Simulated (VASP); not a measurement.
Crystal: NaF.

```
Na F
1.0
     0.00000    2.38029    2.38029
     2.38029    0.00000    2.38029
     2.38029    2.38029    0.00000
Na F
1 1
Cartesian
  0.0000 0.0000 0.0000
  2.3803 2.3803 2.3803
```

- Program: VASP 6.6.1
- Task: relaxation of cell and atoms
- Functional: r2SCAN
- Potentials or basis: VASP PAW PBE potentials, release 64 (Na_pv, F)
- Cutoff: 600 eV
- k mesh: 9 × 9 × 9
- Occupations: fermi-dirac, width 0.02 eV
- Spin: no spin polarisation

At the start: pressure -5.3 GPa; volume 13.49 Å³/atom.

Where does the relaxation end?

Over 4 steps the energy falls by 29.0 meV/atom and the volume is 11.93 Å³/atom (-11.5 %); space group Fm-3m (No. 225, to 0.1 Å) before and after.

Step by step:
```
step  energy change (eV)  largest force (eV/Å)  pressure (GPa)  volume (Å³)
   1              0.0000                0.0000           -5.27        26.97
   2             -0.0439                0.0000           -2.85        25.28
   3             -0.0576                0.0000           -0.45        24.07
   4             -0.0581                0.0000            0.07        23.86
```

Final structure:
```
CELL_PARAMETERS angstrom
0.00000 2.28489 2.28489
2.28489 0.00000 2.28489
2.28489 2.28489 0.00000
ATOMIC_POSITIONS crystal
Na 0.00000 0.00000 0.00000
F 0.50000 0.50000 0.50000
```

Caveat: the PAW data sets were made with another functional, which shifts forces and pressure a little.
